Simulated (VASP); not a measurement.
# HfC in VASP: notebook

HfC is run at these levels: PBEsol; tasks: single point.

Program: VASP 6.6.1. These are calculated values, not measurements. Logs are shortened: lines on timing, memory, paths and dates and some standing lists are left out, and cuts for length are marked.

## 1. The cell of the first run

It takes space group Cm (No. 8, monoclinic). The conventional cell has a = 5.790 Å, b = 3.343 Å, c = 5.203 Å, α = 90.00°, β = 90.00°, γ = 90.00°. Hf (site symmetry m) has 6 C at 2.25 to 2.37 Å within 3.0 Å. Hf (site symmetry m) has 6 C at 2.29 to 2.41 Å within 3.0 Å. C (site symmetry m) has 6 Hf at 2.25 to 2.41 Å and 2 C at 2.60 Å within 3.0 Å. C (site symmetry m) has 6 Hf at 2.33 Å and 2 C at 2.60 Å within 3.1 Å.

## 2. Single point, PBEsol

File INCAR:

```
PREC = Accurate
ENCUT = 700
EDIFF = 1E-6
ISMEAR = 0
SIGMA = 0.1
LREAL = False
LASPH = True
NELM = 120
ALGO = Normal
ISIF = 2
LWAVE = False
LCHARG = False
GGA = PS
ISYM = -1
NBANDS = 22
GGA_COMPAT = False
```

File KPOINTS:

```
explicit points
72
Reciprocal
  0.08333333   0.08333333   0.12500000 2
  0.08333333   0.08333333   0.37500000 2
  0.08333333   0.08333333   0.62500000 2
  0.08333333   0.08333333   0.87500000 2
  0.08333333   0.25000000   0.12500000 2
  0.08333333   0.25000000   0.37500000 2
  0.08333333   0.25000000   0.62500000 2
  0.08333333   0.25000000   0.87500000 2
  0.08333333   0.41666667   0.12500000 2
  0.08333333   0.41666667   0.37500000 2
  0.08333333   0.41666667   0.62500000 2
  0.08333333   0.41666667   0.87500000 2
  0.08333333   0.58333333   0.12500000 2
  0.08333333   0.58333333   0.37500000 2
  0.08333333   0.58333333   0.62500000 2
  0.08333333   0.58333333   0.87500000 2
  0.08333333   0.75000000   0.12500000 2
  0.08333333   0.75000000   0.37500000 2
  0.08333333   0.75000000   0.62500000 2
  0.08333333   0.75000000   0.87500000 2
  0.08333333   0.91666667   0.12500000 2
  0.08333333   0.91666667   0.37500000 2
  0.08333333   0.91666667   0.62500000 2
  0.08333333   0.91666667   0.87500000 2
  0.25000000   0.08333333   0.12500000 2
  0.25000000   0.08333333   0.37500000 2
  0.25000000   0.08333333   0.62500000 2
  0.25000000   0.08333333   0.87500000 2
  0.25000000   0.25000000   0.12500000 2
  0.25000000   0.25000000   0.37500000 2
  0.25000000   0.25000000   0.62500000 2
  0.25000000   0.25000000   0.87500000 2
  0.25000000   0.41666667   0.12500000 2
  0.25000000   0.41666667   0.37500000 2
  0.25000000   0.41666667   0.62500000 2
  0.25000000   0.41666667   0.87500000 2
  0.25000000   0.58333333   0.12500000 2
  0.25000000   0.58333333   0.37500000 2
  0.25000000   0.58333333   0.62500000 2
  0.25000000   0.58333333   0.87500000 2
  0.25000000   0.75000000   0.12500000 2
  0.25000000   0.75000000   0.37500000 2
  0.25000000   0.75000000   0.62500000 2
  0.25000000   0.75000000   0.87500000 2
  0.25000000   0.91666667   0.12500000 2
  0.25000000   0.91666667   0.37500000 2
  0.25000000   0.91666667   0.62500000 2
  0.25000000   0.91666667   0.87500000 2
  0.41666667   0.08333333   0.12500000 2
  0.41666667   0.08333333   0.37500000 2
  0.41666667   0.08333333   0.62500000 2
  0.41666667   0.08333333   0.87500000 2
  0.41666667   0.25000000   0.12500000 2
  0.41666667   0.25000000   0.37500000 2
  0.41666667   0.25000000   0.62500000 2
  0.41666667   0.25000000   0.87500000 2
  0.41666667   0.41666667   0.12500000 2
  0.41666667   0.41666667   0.37500000 2
  0.41666667   0.41666667   0.62500000 2
  0.41666667   0.41666667   0.87500000 2
  0.41666667   0.58333333   0.12500000 2
  0.41666667   0.58333333   0.37500000 2
  0.41666667   0.58333333   0.62500000 2
  0.41666667   0.58333333   0.87500000 2
  0.41666667   0.75000000   0.12500000 2
  0.41666667   0.75000000   0.37500000 2
  0.41666667   0.75000000   0.62500000 2
  0.41666667   0.75000000   0.87500000 2
  0.41666667   0.91666667   0.12500000 2
  0.41666667   0.91666667   0.37500000 2
  0.41666667   0.91666667   0.62500000 2
  0.41666667   0.91666667   0.87500000 2
```

File POSCAR:

```
HfC
1.0
    3.3428660000      0.0000000000      0.0000000000
   -1.6714330000      2.8950070000      0.0000000000
    0.0000000000      0.0000000000      5.2027140000
Hf C
2 2
Direct
    0.6666666667      0.3333333333      0.7500000000
    0.3333333333      0.6666666667      0.2500000000
   -0.0172711154     -0.0345422308      0.0000000000
    0.0000000000      0.0000000000      0.5000000000
```

Potentials or basis: VASP PAW PBE potentials, release 64 (Hf_pv, C).

On the command line:

```bash
$ cat potpaw_PBE.64/Hf_pv/POTCAR potpaw_PBE.64/C/POTCAR > POTCAR
$ mpirun -np 1 vasp_std > vasp.out
```

OUTCAR:

```text
PREC = Accurate
   ENCUT = 700
   EDIFF = 1E-6
   ISMEAR = 0
   LREAL = False
   LASPH = True
   NELM = 120
   ISIF = 2
   GGA = PS
   ISYM = -1

 ion  position               nearest neighbor table
   1  0.667  0.333  0.750-   3 2.25   4 2.33   4 2.33   4 2.33   3 2.37   3 2.37   2 3.24   2 3.24
                             2 3.24   2 3.24   2 3.24   2 3.24
   2  0.333  0.667  0.250-   3 2.29   3 2.29   4 2.33   4 2.33   4 2.33   3 2.41   1 3.24   1 3.24
                             1 3.24   1 3.24   1 3.24   1 3.24
   3  0.983  0.965  0.000-   1 2.25   2 2.29   2 2.29   1 2.37   1 2.37   2 2.41
   4  0.000  0.000  0.500-   1 2.33   2 2.33   1 2.33   2 2.33   1 2.33   2 2.33

IMPORTANT INFORMATION: All symmetrisations will be switched off!
NOSYMM: (Re-)initialisation of all symmetry stuff for point group C_1.

----------------------------------------------------------------------------------------

                                     Primitive cell

  volume of cell :      50.3499

  direct lattice vectors                    reciprocal lattice vectors
     3.342866000  0.000000000  0.000000000     0.299144507  0.172711154  0.000000000
    -1.671433000  2.895007000  0.000000000     0.000000000  0.345422308  0.000000000
     0.000000000  0.000000000  5.202714000     0.000000000  0.000000000  0.192207375

  length of vectors
     3.342866000  3.342866106  5.202714000     0.345422319  0.345422308  0.192207375

  position of ions in fractional coordinates (direct lattice)
     0.666666667  0.333333333  0.750000000
     0.333333333  0.666666667  0.250000000
     0.982728885  0.965457769  0.000000000
     0.000000000  0.000000000  0.500000000

  ion indices of the primitive-cell ions
   primitive index   ion index
                 1           1
                 2           2
                 3           3
                 4           4

----------------------------------------------------------------------------------------

 KPOINTS: explicit points

Read explicit list of k-points.

 Found     72 k-points:

 Following reciprocal coordinates:
            Coordinates               Weight
  0.083333  0.083333  0.125000      0.013889
  0.083333  0.083333  0.375000      0.013889
  0.083333  0.083333  0.625000      0.013889
  0.083333  0.083333  0.875000      0.013889
  0.083333  0.250000  0.125000      0.013889
  0.083333  0.250000  0.375000      0.013889
[... 16 lines left out ...]
  0.083333  0.916667  0.625000      0.013889
  0.083333  0.916667  0.875000      0.013889
 [... further k-points ...]
   k-points           NKPTS =     72   k-points in BZ     NKDIM =     72   number of bands    NBANDS=     22
   number of dos      NEDOS =    301   number of ions     NIONS =      4
   total plane-waves  NPLWV =  43200
   dimension x,y,z NGX =    30 NGY =   30 NGZ =   48
   dimension x,y,z NGXF=    60 NGYF=   60 NGZF=   96
   ions per type =               2   2
   NGX,Y,Z   is equivalent  to a cutoff of  14.92, 14.92, 15.34 a.u.
   NGXF,Y,Z  is equivalent  to a cutoff of  29.84, 29.84, 30.68 a.u.
 SYSTEM =  unknown system
   PREC   = accura    normal or accurate (medium, high low for compatibility)
   ISTART =      0    job   : 0-new  1-cont  2-samecut
   ICHARG =      2    charge: 1-file 2-atom 10-const
   ISPIN  =      1    spin polarized calculation?
   LNONCOLLINEAR =      F non collinear calculations
   LSORBIT =      F    spin-orbit coupling
   LASPH  =      T    aspherical Exc in radial PAW
   ENCUT  =  700.0 eV  51.45 Ry    7.17 a.u.   7.21  7.21 11.22*2*pi/ulx,y,z
   NELM   =    120;   NELMIN=  2; NELMDL= -5     # of ELM steps
   EDIFF  = 0.1E-05   stopping-criterion for ELM
   LREAL  =      F    real-space projection
   EDIFFG = 0.1E-04   stopping-criterion for IOM
   NSW    =      0    number of steps for IOM
   IBRION =     -1    ionic relax: 0-MD 1-quasi-New 2-CG
   NFREE  =      0    steps in history (QN), initial steepest desc. (CG)
   ISIF   =      2    stress and relaxation
   ISYM   =     -1    0-nonsym 1-usesym 2-fastsym
   POTIM  = 0.5000    time-step for ionic-motion
   TEBEG  =    0.0;   TEEND  =   0.0 temperature during run
   PSTRESS=    0.0 pullay stress
   NELECT =      28.0000    total number of electrons
   NUPDOWN=      -1.0000    fix difference up-down
   EMIN   =  10.00;   EMAX   =-10.00  energy-range for DOS
   EFERMI =   0.00;   METHOD = LEGACY
   ISMEAR =     0;   SIGMA  =   0.10  broadening in eV -4-tet -1-fermi 0-gaus
   EFERMI_NEDOS =   21; number of points for ismear=-14 and -15
   IALGO  =     38    algorithm
   IMIX   =      4    mixing-type and parameters
     AMIX     =   0.40;   BMIX     =  1.00
     AMIX_MAG =   1.60;   BMIX_MAG =  1.00
  volume/ion in A,a.u.               =      12.59        84.94
  Fermi-wavevector in a.u.,A,eV,Ry     =   1.346257  2.544057 24.659309  1.812408
  Thomas-Fermi vector in A             =   2.474104
   LORBIT       =      0    0 simple, 1 ext, 2 COOP (PROOUT), +10 PAW based schemes
   GGA     = PS    functional components
   LHFCALC =     F    Hartree Fock is set to
   AEXX    =    0.0000 exact exchange contribution
   IVDW    =     0    specifies the selected vdW correction
   LEPSILON=     F    determine dielectric tensor
   LRPA    =     F    only Hartree local field effects (RPA)
 non-spin polarized calculation
 Gauss-broadening in eV      SIGMA  =   0.10
  energy-cutoff  :      700.00
  volume of cell :       50.35
 maximum number of plane-waves:      2124
 NGX is ok and might be reduce to    30
   NGX = 15   NGY = 15   NGZ = 23

 number of electron      28.0000002 magnetization

 Free energy of the ion-electron system (eV)
  ---------------------------------------------------
  ext. energy  EPLUGINS =         0.00000000
  ---------------------------------------------------
  free energy    TOTEN  =       -43.53066629 eV

  energy without entropy =      -43.52584234  energy(sigma->0) =      -43.52825431

 E-fermi :   6.5511     XC(G=0): -12.4130

 val. band max:        6.5507464746   @ k =   0.2500   0.5833   0.3750
 cond. band min:       6.5582481854   @ k =   0.2500   0.5833   0.6250
 fundamental gap:      0.0075017108
 Fermi energy:         6.5511374019

 k-point     1 :       0.0833    0.0833    0.1250
  band No.  band energies     occupation
      1     -24.2396      2.00000
      2     -23.7994      2.00000
      3     -23.7766      2.00000
      4     -23.7098      2.00000
      5     -23.6431      2.00000
      6     -23.5943      2.00000
[... 574 lines left out ...]
      6     -23.5888      2.00000
[... 14 lines left out ...]
     21      10.8974      0.00000
     22      13.2310      0.00000

 [... further k-points ...]
[... 5 lines left out ...]
  --------------------------------------------------------------------------------------
  -------------------------------------------------------------------------------------
  Total       -2.2594393     -2.2189431     -2.6061216      0.0474982      0.1396225     -0.0004450
  in kB      -71.8973248    -70.6086992    -82.9290564      1.5114345      4.4429084     -0.0141616
  external PRESSURE =     -75.1450268 kB  Pullay stress =       0.0000000 kB

 VOLUME and BASIS-vectors are now :
 -----------------------------------------------------------------------------
  energy-cutoff  :      700.00
  volume of cell :       50.35
      direct lattice vectors                 reciprocal lattice vectors
     3.342866000  0.000000000  0.000000000     0.299144507  0.172711154  0.000000000
    -1.671433000  2.895007000  0.000000000     0.000000000  0.345422308  0.000000000
     0.000000000  0.000000000  5.202714000     0.000000000  0.000000000  0.192207375

 POSITION                                       TOTAL-FORCE (eV/Angst)
 -----------------------------------------------------------------------------------
      1.67143      0.96500      3.90204         0.034149     -0.842386     -0.086503
     -0.00000      1.93000      1.30068        -0.030572     -0.702075      0.060943
      1.67143      2.79501      0.00000        -0.040008      1.180605      0.017190
      0.00000      0.00000      2.60136         0.036432      0.363855      0.008370
 -----------------------------------------------------------------------------------
    total drift:                               -0.000004      0.000093     -0.000032

  FREE ENERGIE OF THE ION-ELECTRON SYSTEM (eV)
  ---------------------------------------------------
  free  energy   TOTEN  =       -43.5306662887 eV

  energy  without entropy=      -43.5258423366  energy(sigma->0) =      -43.52825431
```

Wall time 93 s (1 thread of Intel Xeon Platinum 8375C at 2.90GHz (Ice Lake), shared host); peak memory 0.26 GiB.

What came out:

```yaml
Free_energy: -43.5307 eV
Pressure: -7.5 GPa
Largest_force: 1.181 eV/Å
Band_gap_on_the_k_mesh: zero (bands 14 and 15 overlap by 0.11 eV)
```

Forces on the atoms (eV/Å):
```
Hf   0.034 -0.842 -0.087
Hf  -0.031 -0.702  0.061
C   -0.040  1.181  0.017
C    0.036  0.364  0.008
```

Caveat: the cell stands under tension; the PAW data sets were made with another functional, which shifts forces and pressure a little; spin-orbit coupling is left out, which moves the levels of the heavy elements.

## 3. Single point, PBEsol

File INCAR:

```
SYSTEM = HfC
PREC = Accurate
ENCUT = 700
EDIFF = 1E-6
ISMEAR = 0
SIGMA = 0.1
LREAL = .False.
LASPH = .True.
NELM = 120
ALGO = Normal
ISIF = 2
LWAVE = .False.
LCHARG = .False.
GGA = PS
ISYM = -1
NBANDS = 22
GGA_COMPAT = .False.
```

KPOINTS is that of step 2.

POSCAR: that of step 2 with these lines changed.

```diff
@@ -10,3 +10,3 @@
     0.3333333333      0.6666666667      0.2500000000
-   -0.0172711154     -0.0345422308      0.0000000000
+    0.0000000000      0.0000000000      0.0000000000
     0.0000000000      0.0000000000      0.5000000000
```

Potentials or basis: VASP PAW PBE potentials, release 64 (Hf_pv, C).

On the command line:

```bash
$ cat potpaw_PBE.64/Hf_pv/POTCAR potpaw_PBE.64/C/POTCAR > POTCAR
$ mpirun -np 1 vasp_std > vasp.out
```

Run time: 1.7 min. Hardware: 1 thread of Intel Xeon Platinum 8375C at 2.90GHz (Ice Lake), shared host; peak memory 0.26 GiB.

It converged, with:

| Quantity | Value |
| --- | --- |
| Free energy | -43.5893 eV |
| Pressure | -8.1 GPa |
| Largest force | 0.040 eV/Å |
| Band gap on the k mesh | zero (bands 14 and 15 overlap by 0.11 eV) |

Forces in eV/Å, atoms in the order of the input:
```
Hf   0.034 -0.020  0.000
Hf  -0.034  0.020  0.000
C    0.000  0.000  0.000
C    0.000  0.000  0.000
```

Stress tensor (GPa, compression positive):
```
-7.40  0.15  0.00
 0.15 -7.23  0.00
 0.00  0.00 -9.54
```

Levels at points of the mesh, in eV from the Fermi level:
```
           k point  band 10  band 11  band 12  band 13  band 14  band 15  band 16  band 17  band 18  band 19
(0.08, 0.08, 0.12)    -4.18    -3.09    -2.34    -2.21    -0.05     0.11     1.82     2.19     2.79     3.57
```

Caveat: the cell stands under tension; the PAW data sets were made with another functional, which shifts forces and pressure a little; spin-orbit coupling is left out, which moves the levels of the heavy elements.

## 4. Single point, PBEsol

File INCAR:

```
PREC     = Accurate       # precision mode
ENCUT    = 700            # plane-wave cutoff, eV
EDIFF    = 1E-6           # SCF threshold, eV
ISMEAR   = 0              # smearing method
SIGMA    = 0.1            # smearing width, eV
LREAL    = False          # projectors in reciprocal space
LASPH    = True           # aspherical terms in the spheres
NELM     = 120            # most SCF steps
ALGO     = Normal         # electronic algorithm
ISIF     = 2              # what is computed and relaxed
LWAVE    = False          # write WAVECAR
LCHARG   = False          # write CHGCAR
GGA      = PS             # functional
ISYM     = -1           
NBANDS   = 22             # bands
GGA_COMPAT= False
```

KPOINTS is that of step 3.

POSCAR: that of step 3 with these lines changed.

```diff
@@ -10,3 +10,3 @@
     0.3333333333      0.6666666667      0.2500000000
-    0.0000000000      0.0000000000      0.0000000000
+    0.0172711154      0.0345422308      0.0000000000
     0.0000000000      0.0000000000      0.5000000000
```

On the command line:

```bash
$ cat potpaw_PBE.64/Hf_pv/POTCAR potpaw_PBE.64/C/POTCAR > POTCAR
$ mpirun -np 1 vasp_std > vasp.out
```

Run time: 1.8 min. Hardware: 1 thread of Intel Xeon Platinum 8375C at 2.90GHz (Ice Lake), shared host; peak memory 0.26 GiB.

Results (log left out):

| Item | Value |
| --- | --- |
| Free energy | -43.5307 eV |
| Pressure | -7.5 GPa |
| Largest force | 1.181 eV/Å |
| Band gap on the k mesh | zero (bands 14 and 15 overlap by 0.11 eV) |

Forces in eV/Å, atoms in the order of the input:
```
Hf   0.031  0.702 -0.061
Hf  -0.034  0.842  0.086
C    0.040 -1.181 -0.017
C   -0.036 -0.364 -0.009
```

Stress tensor (GPa, compression positive):
```
-7.19  0.15  0.00
 0.15 -7.06  0.44
 0.00  0.44 -8.30
```

Levels at points of the mesh, in eV from the Fermi level:
| k point | band 11 | band 12 | band 13 | band 14 | band 15 | band 16 | band 17 | band 18 |
| --- | --- | --- | --- | --- | --- | --- | --- | --- |
| (0.08, 0.08, 0.12) | -3.09 | -2.35 | -2.20 | -0.12 | 0.18 | 1.80 | 2.19 | 2.82 |

Caveat: the cell stands under tension; the PAW data sets were made with another functional, which shifts forces and pressure a little; spin-orbit coupling is left out, which moves the levels of the heavy elements.

The gap in the log of VASP goes by the Fermi energy; the results here count the filled bands.